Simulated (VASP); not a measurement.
# CuO (P4/nmm) in VASP: notebook, part 3 of 3

VASP 6.6.1.

## Step 4: Single point, r2SCAN

This run uses another cell than the first one, of 11.02 Å³/atom.

The input, POSCAR:

```
CuO
1.0
    3.1106712801      0.0000000000      0.0000000000
    0.0000000000      3.1106712801      0.0000000000
    0.0000000000      0.0000000000      4.5546168319
Cu O
2 2
Direct
    0.0000000000      0.0000000000      0.0000000000
    0.5000000000      0.5000000000      0.0000000000
    0.5000000000      0.0000000000      0.2670000000
    0.0000000000      0.5000000000      0.7330000000
```

The input, INCAR.step1:

```
PREC = Accurate
ENCUT = 520
ISMEAR = -1
SIGMA = 0.05
LREAL = False
LASPH = True
NELM = 80
NBANDS = 25
GGA = PE
ALGO = Normal
EDIFF = 1E-4
LWAVE = True
LCHARG = False
```

The input, INCAR.step2:

```
PREC = Accurate
ENCUT = 520
EDIFF = 1E-6
ISMEAR = -1
SIGMA = 0.05
LREAL = False
LASPH = True
NELM = 80
ALGO = Normal
ISIF = 2
LWAVE = False
LCHARG = False
METAGGA = R2SCAN
LMIXTAU = True
NBANDS = 25
ISTART = 1
```

The input, KPOINTS:

```
Automatic mesh
0
Gamma
  8 8 6
```

Potentials or basis: VASP PAW PBE potentials, release 64 (Cu, O).

Command:

```bash
$ cat potpaw_PBE.64/Cu/POTCAR potpaw_PBE.64/O/POTCAR > POTCAR
$ cp INCAR.step1 INCAR
$ mpirun -np 1 vasp_std > vasp.out
$ cp INCAR.step2 INCAR
$ mpirun -np 1 vasp_std > vasp.out
```

OUTCAR:

```text
PREC = Accurate
   ENCUT = 520
   EDIFF = 1E-6
   ISMEAR = -1
   LREAL = False
   LASPH = True
   NELM = 80
   ISIF = 2
   METAGGA = R2SCAN
   ISTART = 1

 ion  position               nearest neighbor table
   1  0.000  0.000  0.000-   3 1.97   4 1.97   4 1.97   3 1.97   2 2.20   2 2.20   2 2.20   2 2.20

   2  0.500  0.500  0.000-   3 1.97   4 1.97   3 1.97   4 1.97   1 2.20   1 2.20   1 2.20   1 2.20

   3  0.500  0.000  0.267-   1 1.97   2 1.97   2 1.97   1 1.97
   4  0.000  0.500  0.733-   1 1.97   2 1.97   1 1.97   2 1.97

  LATTYP: Found a simple tetragonal cell.
 ALAT       =     3.1106712801
 C/A-ratio  =     1.4641909806

  Lattice vectors:

 A1 = (   3.1106712801,   0.0000000000,   0.0000000000)
 A2 = (   0.0000000000,   3.1106712801,   0.0000000000)
 A3 = (   0.0000000000,   0.0000000000,   4.5546168319)

Analysis of symmetry for initial positions (statically):
=====================================================================
 Subroutine PRICEL returns:
 Original cell was already a primitive cell.

 Routine SETGRP: Setting up the symmetry group for a
 simple tetragonal supercell.

 Subroutine GETGRP returns: Found 16 space group operations
 (whereof  8 operations were pure point group operations)
 out of a pool of 16 trial point group operations.

The static configuration has the point symmetry D_2d.
 The point group associated with its full space group is D_4h.

Analysis of symmetry for dynamics (positions and initial velocities):
=====================================================================
 Subroutine PRICEL returns:
 Original cell was already a primitive cell.

 Routine SETGRP: Setting up the symmetry group for a
 simple tetragonal supercell.

 Subroutine GETGRP returns: Found 16 space group operations
 (whereof  8 operations were pure point group operations)
 out of a pool of 16 trial point group operations.

The dynamic configuration has the point symmetry D_2d.
 The point group associated with its full space group is D_4h.

 Subroutine INISYM returns: Found 16 space group operations
 (whereof  8 operations are pure point group operations),
 and found     1 'primitive' translations

----------------------------------------------------------------------------------------

                                     Primitive cell

  volume of cell :      44.0717

  direct lattice vectors                    reciprocal lattice vectors
     3.110671280  0.000000000  0.000000000     0.321474020  0.000000000  0.000000000
     0.000000000  3.110671280  0.000000000     0.000000000  0.321474020  0.000000000
     0.000000000  0.000000000  4.554616832     0.000000000  0.000000000  0.219557437

  length of vectors
     3.110671280  3.110671280  4.554616832     0.321474020  0.321474020  0.219557437

  position of ions in fractional coordinates (direct lattice)
     0.000000000  0.000000000  0.000000000
     0.500000000  0.500000000  0.000000000
     0.500000000  0.000000000  0.267000000
     0.000000000  0.500000000  0.733000000

  ion indices of the primitive-cell ions
   primitive index   ion index
                 1           1
                 2           2
                 3           3
                 4           4

----------------------------------------------------------------------------------------

 KPOINTS: Automatic mesh

Automatic generation of k-mesh.
 Grid dimensions read from file:
 generate k-points for:    8    8    6

 Generating k-lattice:

  Cartesian coordinates                     Fractional coordinates (reciprocal lattice)
     0.040184252  0.000000000  0.000000000     0.125000000  0.000000000  0.000000000
     0.000000000  0.040184252  0.000000000     0.000000000  0.125000000  0.000000000
     0.000000000  0.000000000  0.036592906     0.000000000  0.000000000  0.166666667

  Length of vectors
     0.040184252  0.040184252  0.036592906

  Shift w.r.t. Gamma in fractional coordinates (k-lattice)
     0.000000000  0.000000000  0.000000000

 Subroutine IBZKPT returns following result:
 ===========================================

 Found     60 irreducible k-points:

 Following reciprocal coordinates:
            Coordinates               Weight
  0.000000  0.000000  0.000000      1.000000
  0.125000  0.000000  0.000000      4.000000
  0.250000  0.000000  0.000000      4.000000
  0.375000  0.000000  0.000000      4.000000
  0.500000  0.000000  0.000000      2.000000
  0.125000  0.125000  0.000000      4.000000
[... 16 lines left out ...]
  0.375000  0.125000  0.166667     16.000000
  0.500000  0.125000  0.166667      8.000000
 [... further k-points ...]
   k-points           NKPTS =     60   k-points in BZ     NKDIM =     60   number of bands    NBANDS=     25
   number of dos      NEDOS =    301   number of ions     NIONS =      4
   total plane-waves  NPLWV =  20736
   dimension x,y,z NGX =    24 NGY =   24 NGZ =   36
   dimension x,y,z NGXF=    48 NGYF=   48 NGZF=   72
   ions per type =               2   2
   NGX,Y,Z   is equivalent  to a cutoff of  12.83, 12.83, 13.14 a.u.
   NGXF,Y,Z  is equivalent  to a cutoff of  25.65, 25.65, 26.28 a.u.
 SYSTEM =  unknown system
   PREC   = accura    normal or accurate (medium, high low for compatibility)
   ISTART =      1    job   : 0-new  1-cont  2-samecut
   ICHARG =      0    charge: 1-file 2-atom 10-const
   ISPIN  =      1    spin polarized calculation?
   LNONCOLLINEAR =      F non collinear calculations
   LSORBIT =      F    spin-orbit coupling
   LASPH  =      T    aspherical Exc in radial PAW
   ENCUT  =  520.0 eV  38.22 Ry    6.18 a.u.   5.78  5.78  8.47*2*pi/ulx,y,z
   NELM   =     80;   NELMIN=  2; NELMDL=  0     # of ELM steps
   EDIFF  = 0.1E-05   stopping-criterion for ELM
   LREAL  =      F    real-space projection
   EDIFFG = 0.1E-04   stopping-criterion for IOM
   NSW    =      0    number of steps for IOM
   IBRION =     -1    ionic relax: 0-MD 1-quasi-New 2-CG
   NFREE  =      0    steps in history (QN), initial steepest desc. (CG)
   ISIF   =      2    stress and relaxation
   ISYM   =      2    0-nonsym 1-usesym 2-fastsym
   POTIM  = 0.5000    time-step for ionic-motion
   TEBEG  =    0.0;   TEEND  =   0.0 temperature during run
   PSTRESS=    0.0 pullay stress
   NELECT =      34.0000    total number of electrons
   NUPDOWN=      -1.0000    fix difference up-down
   EMIN   =  10.00;   EMAX   =-10.00  energy-range for DOS
   EFERMI =   0.00;   METHOD = LEGACY
   ISMEAR =    -1;   SIGMA  =   0.05  broadening in eV -4-tet -1-fermi 0-gaus
   EFERMI_NEDOS =   21; number of points for ismear=-14 and -15
   IALGO  =     38    algorithm
   IMIX   =      4    mixing-type and parameters
     AMIX     =   0.40;   BMIX     =  1.00
     AMIX_MAG =   1.60;   BMIX_MAG =  1.00
  volume/ion in A,a.u.               =      11.02        74.35
  Fermi-wavevector in a.u.,A,eV,Ry     =   1.501462  2.837352 30.672826  2.254389
  Thomas-Fermi vector in A             =   2.612830
   LORBIT       =      0    0 simple, 1 ext, 2 COOP (PROOUT), +10 PAW based schemes
   METAGGA = R2SCAN    functional components
   LHFCALC =     F    Hartree Fock is set to
   AEXX    =    0.0000 exact exchange contribution
   IVDW    =     0    specifies the selected vdW correction
   LEPSILON=     F    determine dielectric tensor
   LRPA    =     F    only Hartree local field effects (RPA)
 non-spin polarized calculation
  energy-cutoff  :      520.00
  volume of cell :       44.07
 maximum number of plane-waves:      1216
 NGX is ok and might be reduce to    24
   NGX = 11   NGY = 11   NGZ = 17

 number of electron      33.9999976 magnetization

 Free energy of the ion-electron system (eV)
  ---------------------------------------------------
  ext. energy  EPLUGINS =         0.00000000
  ---------------------------------------------------
  free energy    TOTEN  =       -32.26196901 eV

  energy without entropy =      -32.21291222  energy(sigma->0) =      -32.23744062

 E-fermi :   3.4825     XC(G=0): -11.8174

 val. band max:        3.4823772971   @ k =   0.5000   0.0000   0.0000
 cond. band min:       3.4892752373   @ k =   0.5000   0.0000   0.3333
 fundamental gap:      0.0068979402
 Fermi energy:         3.4824881790

 k-point     1 :       0.0000    0.0000    0.0000
  band No.  band energies     occupation
      1     -16.5495      2.00000
      2     -15.6702      2.00000
      3      -3.4679      2.00000
      4      -2.5368      2.00000
      5      -1.9842      2.00000
      6      -1.9842      2.00000
[... 17 lines left out ...]
     24      16.9029      0.00000
     25      19.7895      0.00000
[... 621 lines left out ...]
      3      -2.4793      2.00000
      4      -2.4793      2.00000
      5      -1.5500      2.00000
      6      -1.5500      2.00000
[... 17 lines left out ...]
     24      17.7237      0.00000
     25      19.2581      0.00000

 [... further k-points ...]
[... 5 lines left out ...]
  --------------------------------------------------------------------------------------
  -------------------------------------------------------------------------------------
  Total       10.9511011     10.9511011     -2.1299735      0.0000000      0.0000000      0.0000000
  in kB      398.1147665    398.1147665    -77.4327538      0.0000000      0.0000000      0.0000000
  external PRESSURE =     239.5989264 kB  Pullay stress =       0.0000000 kB

 VOLUME and BASIS-vectors are now :
 -----------------------------------------------------------------------------
  energy-cutoff  :      520.00
  volume of cell :       44.07
      direct lattice vectors                 reciprocal lattice vectors
     3.110671280  0.000000000  0.000000000     0.321474020  0.000000000  0.000000000
     0.000000000  3.110671280  0.000000000     0.000000000  0.321474020  0.000000000
     0.000000000  0.000000000  4.554616832     0.000000000  0.000000000  0.219557437

 POSITION                                       TOTAL-FORCE (eV/Angst)
 -----------------------------------------------------------------------------------
      0.00000      0.00000      0.00000         0.000000     -0.000000     -0.000000
      1.55534      1.55534      0.00000        -0.000000      0.000000     -0.000000
      1.55534      0.00000      1.21608         0.000000      0.000000     -0.532172
      0.00000      1.55534      3.33853        -0.000000      0.000000      0.532172
 -----------------------------------------------------------------------------------
    total drift:                                0.000000     -0.000000     -0.000000

  FREE ENERGIE OF THE ION-ELECTRON SYSTEM (eV)
  ---------------------------------------------------
  free  energy   TOTEN  =       -32.2619690133 eV

  energy  without entropy=      -32.2129122167  energy(sigma->0) =      -32.23744062
```

It took 4.8 min on 1 thread of Intel Xeon 8259CL, shared host; peak memory 0.2 GiB.

What came out:

- Free energy: -32.2620 eV
- Pressure: 24.0 GPa
- Largest force: 0.532 eV/Å
- Band gap on the k mesh: zero (bands 17 and 18 overlap by 0.99 eV)

Forces in eV/Å, atoms in the order of the input:
```
Cu   0.000  0.000  0.000
Cu   0.000  0.000  0.000
O    0.000  0.000 -0.532
O    0.000  0.000  0.532
```

Caveat: the stress differs along the axes, from -8 to 40 GPa; the PAW data sets were made with another functional, which shifts forces and pressure a little; semilocal functionals often make such compounds metallic where correlation or magnetic order opens a gap, which also shifts bond lengths. With open d or f shells a metallic result of r2SCAN can be an artefact of self-interaction; +U or a hybrid may open a gap.

## Step 5: Single point, r2SCAN

This run uses another cell than the first one, of 11.25 Å³/atom.

The input, POSCAR:

```
CuO
1.0
    3.1325781376      0.0000000000      0.0000000000
    0.0000000000      3.1325781376      0.0000000000
    0.0000000000      0.0000000000      4.5866926551
Cu O
2 2
Direct
    0.0000000000      0.0000000000      0.0000000000
    0.5000000000      0.5000000000      0.0000000000
    0.5000000000      0.0000000000      0.2670000000
    0.0000000000      0.5000000000      0.7330000000
```

The input, INCAR.step1:

```
SYSTEM = CuO
  PREC = Accurate
  ENCUT = 520
  ISMEAR = -1
  SIGMA = 0.05
  LREAL = .FALSE.
  LASPH = .TRUE.
  NELM = 60
  NBANDS = 25
  GGA = PE
  ALGO = Normal
  EDIFF = 1E-4
  LWAVE = .TRUE.
  LCHARG = .FALSE.
```

The input, INCAR.step2:

```
SYSTEM = CuO
  PREC = Accurate
  ENCUT = 520
  EDIFF = 1E-6
  ISMEAR = -1
  SIGMA = 0.05
  LREAL = .FALSE.
  LASPH = .TRUE.
  NELM = 60
  ALGO = Normal
  ISIF = 2
  LWAVE = .FALSE.
  LCHARG = .TRUE.
  METAGGA = R2SCAN
  LMIXTAU = .TRUE.
  LELF = .TRUE.
  LVHAR = .TRUE.
  NBANDS = 25
  ISTART = 1
```

The input, KPOINTS:

```
regular mesh
0
G
  8 8 6
  0 0 0
```

Command:

```bash
$ cat potpaw_PBE.64/Cu/POTCAR potpaw_PBE.64/O/POTCAR > POTCAR
$ cp INCAR.step1 INCAR
$ mpirun -np 1 vasp_std > vasp.out
$ cp INCAR.step2 INCAR
$ mpirun -np 1 vasp_std > vasp.out
```

It took 4.4 min on 1 thread of Intel Xeon 8259CL, shared host; peak memory 0.2 GiB.

The run converged. Its results:

* Free energy: -32.3895 eV
* Pressure: 19.3 GPa
* Largest force: 0.832 eV/Å
* Band gap on the k mesh: zero (bands 17 and 18 overlap by 0.98 eV)

Forces on the atoms (eV/Å):
```
Cu   0.000  0.000  0.000
Cu   0.000  0.000  0.000
O    0.000  0.000 -0.832
O    0.000  0.000  0.832
```

Stress tensor (GPa, compression positive):
```
 34.15   0.00   0.00
  0.00  34.15   0.00
  0.00   0.00 -10.44
```

Levels at points of the mesh, in eV from the Fermi level:
| k point | band 13 | band 14 | band 15 | band 16 | band 17 | band 18 | band 19 | band 20 | band 21 | band 22 |
| --- | --- | --- | --- | --- | --- | --- | --- | --- | --- | --- |
| (0.00, 0.00, 0.00) | -1.14 | -1.14 | -0.58 | -0.35 | 0.49 | 0.49 | 1.54 | 7.04 | 12.04 | 12.04 |
| (0.50, 0.00, 0.00) | -2.52 | -2.52 | -0.28 | -0.28 | 0.00 | 0.00 | 5.99 | 5.99 | 11.47 | 11.47 |
| (0.50, 0.50, 0.00) | -1.75 | -1.75 | -1.69 | -1.69 | -0.48 | -0.48 | 6.16 | 6.16 | 10.37 | 10.37 |
| (0.00, 0.00, 0.50) | -1.02 | -1.02 | -0.83 | -0.58 | 0.30 | 0.30 | 3.21 | 6.24 | 12.03 | 12.03 |
| (0.50, 0.00, 0.50) | -2.56 | -2.56 | 0.04 | 0.04 | 0.10 | 0.10 | 5.83 | 5.83 | 10.52 | 10.52 |
| (0.50, 0.50, 0.50) | -1.95 | -1.95 | -1.75 | -1.75 | -0.36 | -0.36 | 7.19 | 7.19 | 10.38 | 10.38 |

Caveat: the stress differs along the axes, from -10 to 34 GPa; the PAW data sets were made with another functional, which shifts forces and pressure a little; semilocal functionals often make such compounds metallic where correlation or magnetic order opens a gap, which also shifts bond lengths. With open d or f shells a metallic result of r2SCAN can be an artefact of self-interaction; +U or a hybrid may open a gap.

## Step 6: Overview

```csv
task,level,potentials or basis,U,cell,cutoff (eV),gap on the mesh (eV),pressure (GPa),largest force (eV/Å)
single point,PBE,"VASP PAW PBE potentials, release 64 (Cu_sv_GW, O)",-,"a = 3.154, b = 3.154, c = 4.618 Å, 4 atoms",700,none,18.2,0.62
relaxation of cell and atoms,r2SCAN+U,"VASP PAW PBE potentials, release 64 (Cu, O)",Cu d U = 5.3 eV,"relaxed from a = 3.175, b = 3.175, c = 4.650 Å, 4 atoms",600,none,0.0,-
single point,r2SCAN,"VASP PAW PBE potentials, release 64 (Cu, O)",-,"a = 3.111, b = 3.111, c = 4.555 Å, 4 atoms",520,none,24.0,0.53
single point,r2SCAN,"VASP PAW PBE potentials, release 64 (Cu, O)",-,"a = 3.133, b = 3.133, c = 4.587 Å, 4 atoms",520,none,19.3,0.83
```

Alike in all rows: no spin polarisation; k mesh 8 × 8 × 6; smearing fermi-dirac 0.05 eV.

Caveats: semilocal functionals often make such compounds metallic where correlation or magnetic order opens a gap, which also shifts bond lengths (at least some runs); the PAW data sets were made with another functional, which shifts forces and pressure a little (at least some runs); the stress differs along the axes, from -9 to 32 GPa (at least some runs); a cell axis changed by over 15 % at a fixed basis, so the end point is rough (at least some runs); U without spin polarisation on a metal has little footing (at least some runs); the stress differs along the axes, from -8 to 40 GPa (at least some runs); the stress differs along the axes, from -10 to 34 GPa (at least some runs).

Total energies depend on the potentials used, so only differences within one code and one set of settings carry meaning.

The gap in the log of VASP goes by the Fermi energy; the results here count the filled bands.